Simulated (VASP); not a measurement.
# Bi (P6_3/mmc) in VASP: single point with PBEsol

Aim: the single point of Bi with PBEsol.

Program: VASP 6.6.1. These are calculated values, not measurements. Logs are shortened: lines on timing, memory, paths and dates and some standing lists are left out, and cuts for length are marked.

**1. The cell of the first run**

It takes space group P6_3/mmc (No. 194, hexagonal). The conventional cell has a = 4.315 Å, b = 4.315 Å, c = 5.490 Å, α = 90.00°, β = 90.00°, γ = 120.00°. Within 4.9 Å of Bi (site symmetry -6m2) lie 12 Bi at 3.71 to 4.32 Å.

**2. Single point, PBEsol**

Contents of INCAR:

```
SYSTEM = Bi
PREC     = Accurate       ! precision mode
ENCUT    = 520            ! plane-wave cutoff, eV
EDIFF    = 1E-7           ! SCF threshold, eV
ISMEAR   = 1              ! smearing method
SIGMA    = 0.1            ! smearing width, eV
LREAL    = .False.        ! projectors in reciprocal space
LASPH    = .True.         ! aspherical terms in the spheres
NELM     = 60             ! most SCF steps
ALGO     = Normal         ! electronic algorithm
ISIF     = 2              ! what is computed and relaxed
LWAVE    = .False.        ! write WAVECAR
LCHARG   = .False.        ! write CHGCAR
GGA      = PS             ! functional
NBANDS   = 22             ! bands
```

Contents of KPOINTS:

```
regular mesh
0
Gamma
  6 6 4
  0 0 0
```

Contents of POSCAR:

```
Bi
1.0
    4.3150000000      0.0000000000      0.0000000000
   -2.1575000000      3.7368996200      0.0000000000
    0.0000000000      0.0000000000      5.4900000000
Bi
2
Direct
    0.3333333333      0.6666666667      0.2500000000
    0.6666666667      0.3333333333      0.7500000000
```

Potentials or basis: VASP PAW PBE potentials, release 64 (Bi_d).

Started as:

```
cat potpaw_PBE.64/Bi_d/POTCAR > POTCAR
mpirun -np 1 vasp_std > vasp.out
```

OUTCAR:

```text
SYSTEM = Bi
   PREC = Accurate
   ENCUT = 520
   EDIFF = 1E-7
   ISMEAR = 1
   LREAL = .False.
   LASPH = .True.
   NELM = 60
   ISIF = 2
   GGA = PS

 ion  position               nearest neighbor table
   1  0.333  0.667  0.250-   2 3.71   2 3.71   2 3.71   2 3.71   2 3.71   2 3.71
   2  0.667  0.333  0.750-   1 3.71   1 3.71   1 3.71   1 3.71   1 3.71   1 3.71

  LATTYP: Found a hexagonal cell.
 ALAT       =     4.3150000000
 C/A-ratio  =     1.2723059096

  Lattice vectors:

 A1 = (   4.3150000000,   0.0000000000,   0.0000000000)
 A2 = (  -2.1575000000,   3.7368996200,   0.0000000000)
 A3 = (   0.0000000000,   0.0000000000,   5.4900000000)

Analysis of symmetry for initial positions (statically):
[... 10 lines left out ...]

The static configuration has the point symmetry D_3d.
 The point group associated with its full space group is D_6h.

Analysis of symmetry for dynamics (positions and initial velocities):
[... 10 lines left out ...]

The dynamic configuration has the point symmetry D_3d.
 The point group associated with its full space group is D_6h.

 Subroutine INISYM returns: Found 24 space group operations
[... 5 lines left out ...]
                                     Primitive cell

  volume of cell :      88.5247

  direct lattice vectors                    reciprocal lattice vectors
     4.315000000  0.000000000  0.000000000     0.231749710  0.133800758  0.000000000
    -2.157500000  3.736899620  0.000000000     0.000000000  0.267601515  0.000000000
     0.000000000  0.000000000  5.490000000     0.000000000  0.000000000  0.182149362

  length of vectors
     4.315000000  4.315000002  5.490000000     0.267601515  0.267601515  0.182149362

  position of ions in fractional coordinates (direct lattice)
     0.333333333  0.666666667  0.250000000
     0.666666667  0.333333333  0.750000000

  ion indices of the primitive-cell ions
   primitive index   ion index
                 1           1
                 2           2

----------------------------------------------------------------------------------------

 KPOINTS: regular mesh

Automatic generation of k-mesh.
 Grid dimensions read from file:
 generate k-points for:    6    6    4

 Generating k-lattice:

  Cartesian coordinates                     Fractional coordinates (reciprocal lattice)
     0.038624952  0.022300126  0.000000000     0.166666667  0.000000000  0.000000000
[... 45 lines left out ...]
 SYSTEM =  Bi
   PREC   = accura    normal or accurate (medium, high low for compatibility)
   ISTART =      0    job   : 0-new  1-cont  2-samecut
   ICHARG =      2    charge: 1-file 2-atom 10-const
   ISPIN  =      1    spin polarized calculation?
   LNONCOLLINEAR =      F non collinear calculations
   LSORBIT =      F    spin-orbit coupling
   LASPH  =      T    aspherical Exc in radial PAW
   ENCUT  =  520.0 eV  38.22 Ry    6.18 a.u.   8.02  8.02 10.21*2*pi/ulx,y,z
   NELM   =     60;   NELMIN=  2; NELMDL= -5     # of ELM steps
   EDIFF  = 0.1E-06   stopping-criterion for ELM
   LREAL  =      F    real-space projection
   EDIFFG = 0.1E-05   stopping-criterion for IOM
   NSW    =      0    number of steps for IOM
   IBRION =     -1    ionic relax: 0-MD 1-quasi-New 2-CG
   NFREE  =      0    steps in history (QN), initial steepest desc. (CG)
   ISIF   =      2    stress and relaxation
   ISYM   =      2    0-nonsym 1-usesym 2-fastsym
   POTIM  = 0.5000    time-step for ionic-motion
   TEBEG  =    0.0;   TEEND  =   0.0 temperature during run
   PSTRESS=    0.0 pullay stress
   NELECT =      30.0000    total number of electrons
   NUPDOWN=      -1.0000    fix difference up-down
   EMIN   =  10.00;   EMAX   =-10.00  energy-range for DOS
   EFERMI =   0.00;   METHOD = LEGACY
   ISMEAR =     1;   SIGMA  =   0.10  broadening in eV -4-tet -1-fermi 0-gaus
   EFERMI_NEDOS =   21; number of points for ismear=-14 and -15
   IALGO  =     38    algorithm
   IMIX   =      4    mixing-type and parameters
     AMIX     =   0.40;   BMIX     =  1.00
     AMIX_MAG =   1.60;   BMIX_MAG =  1.00
  volume/ion in A,a.u.               =      44.26       298.70
  Fermi-wavevector in a.u.,A,eV,Ry     =   1.141372  2.156880 17.724705  1.302729
  Thomas-Fermi vector in A             =   2.278072
   LORBIT       =      0    0 simple, 1 ext, 2 COOP (PROOUT), +10 PAW based schemes
   GGA     = PS    functional components
   LHFCALC =     F    Hartree Fock is set to
   AEXX    =    0.0000 exact exchange contribution
   IVDW    =     0    specifies the selected vdW correction
   LEPSILON=     F    determine dielectric tensor
   LRPA    =     F    only Hartree local field effects (RPA)
 non-spin polarized calculation
 Methfessel and Paxton  Order N= 1 SIGMA  =   0.10
  energy-cutoff  :      520.00
  volume of cell :       88.52
 maximum number of plane-waves:      2398
   NGX = 17   NGY = 17   NGZ = 21

 number of electron      30.0000002 magnetization

 Free energy of the ion-electron system (eV)
  ---------------------------------------------------
  ext. energy  EPLUGINS =         0.00000000
  ---------------------------------------------------
  free energy    TOTEN  =        -7.29801120 eV

  energy without entropy =       -7.29647591  energy(sigma->0) =       -7.29749944

 E-fermi :   3.9254     XC(G=0):  -8.8249

 val. band max:        3.9190678958   @ k =   0.3333   0.3333   0.2500
 cond. band min:       4.0487826249   @ k =   0.5000  -0.0000   0.2500
 fundamental gap:      0.1297147291
 Fermi energy:         3.9254416474

 k-point     1 :       0.0000    0.0000    0.0000
  band No.  band energies     occupation
      1     -18.8179      2.00000
      2     -18.8179      2.00000
      3     -18.8047      2.00000
      4     -18.7827      2.00000
      5     -18.7827      2.00000
      6     -18.7809      2.00000
[... 514 lines left out ...]
     21      12.3332      0.00000
     22      12.3332      0.00000

------------------------ aborting loop because EDIFF is reached ----------------------------------------

  FORCE on cell =-STRESS in cart. coord.  units (eV):
  Direction    XX          YY          ZZ          XY          YZ          ZX
  --------------------------------------------------------------------------------------
  -------------------------------------------------------------------------------------
  Total       -4.0736128     -4.0736128     -6.1471757      0.0000000      0.0000000      0.0000000
  in kB      -73.7268621    -73.7268622   -111.2555369      0.0000000      0.0000000      0.0000000
  external PRESSURE =     -86.2364204 kB  Pullay stress =       0.0000000 kB

 VOLUME and BASIS-vectors are now :
 -----------------------------------------------------------------------------
  energy-cutoff  :      520.00
  volume of cell :       88.52
      direct lattice vectors                 reciprocal lattice vectors
     4.315000000  0.000000000  0.000000000     0.231749710  0.133800758  0.000000000
    -2.157500000  3.736899620  0.000000000     0.000000000  0.267601515  0.000000000
     0.000000000  0.000000000  5.490000000     0.000000000  0.000000000  0.182149362

 POSITION                                       TOTAL-FORCE (eV/Angst)
 -----------------------------------------------------------------------------------
     -0.00000      2.49127      1.37250         0.000000      0.000000      0.000000
      2.15750      1.24563      4.11750        -0.000000     -0.000000      0.000000
 -----------------------------------------------------------------------------------
    total drift:                               -0.000000      0.000000     -0.000000

  FREE ENERGIE OF THE ION-ELECTRON SYSTEM (eV)
  ---------------------------------------------------
  free  energy   TOTEN  =        -7.2980112010 eV

  energy  without entropy=       -7.2964759087  energy(sigma->0) =       -7.29749944
```

OSZICAR:

```text
N       E                     dE             d eps       ncg     rms          rms(c)
DAV:   1     0.294617537566E+03    0.29462E+03   -0.15843E+04   924   0.151E+03
DAV:   2     0.174048296892E+02   -0.27721E+03   -0.27169E+03   936   0.407E+02
DAV:   3    -0.647007917407E+01   -0.23875E+02   -0.23568E+02  1098   0.137E+02
DAV:   4    -0.729115069816E+01   -0.82107E+00   -0.82023E+00  1156   0.280E+01
DAV:   5    -0.731967356332E+01   -0.28523E-01   -0.28521E-01  1280   0.481E+00    0.777E-01
DAV:   6    -0.730159735091E+01    0.18076E-01   -0.37034E-02  1124   0.189E+00    0.490E-01
DAV:   7    -0.729801067943E+01    0.35867E-02   -0.26215E-02  1068   0.144E+00    0.139E-01
DAV:   8    -0.729798806002E+01    0.22619E-04   -0.16770E-03  1086   0.558E-01    0.249E-02
DAV:   9    -0.729801094901E+01   -0.22889E-04   -0.52149E-05  1282   0.589E-02    0.787E-03
DAV:  10    -0.729801104436E+01   -0.95349E-07   -0.55968E-06  1118   0.236E-02    0.942E-04
DAV:  11    -0.729801122105E+01   -0.17668E-06   -0.21471E-07   856   0.436E-03    0.448E-04
DAV:  12    -0.729801120104E+01    0.20010E-07   -0.48327E-08   594   0.288E-03
   1 F= -.72980112E+01 E0= -.72974994E+01  d E =-.153529E-02
```

It used 64 s of CPU time on 1 thread of AMD EPYC 7R13 Processor (Zen 3) (shared host).

What came out:

| Property | Result |
| --- | --- |
| Free energy | -7.2980 eV |
| Pressure | -8.6 GPa |
| Band gap on the k mesh | zero (band 15 reaches 5.42 eV, above the bottom of band 16 at 2.51 eV) |

Stress tensor (GPa, compression positive):
```
 -7.37   0.00   0.00
  0.00  -7.37   0.00
  0.00   0.00 -11.13
```

Levels at points of the mesh, in eV from the Fermi level:
| k point | band 13 | band 14 | band 15 | band 16 | band 17 | band 18 |
| --- | --- | --- | --- | --- | --- | --- |
| (0.00, 0.00, 0.00) | -2.94 | 0.67 | 0.67 | 2.35 | 2.35 | 4.03 |
| (0.50, 0.00, 0.00) | -2.49 | -1.11 | -0.73 | -0.70 | 0.59 | 2.54 |
| (0.00, 0.00, 0.50) | -0.07 | -0.07 | 1.49 | 1.49 | 1.49 | 1.49 |
| (0.50, 0.00, 0.50) | -3.12 | -3.12 | 0.50 | 0.50 | 1.78 | 1.78 |

Caveat: the PAW data sets were made with another functional, which shifts forces and pressure a little; spin-orbit coupling is left out, which moves the levels of the heavy elements.
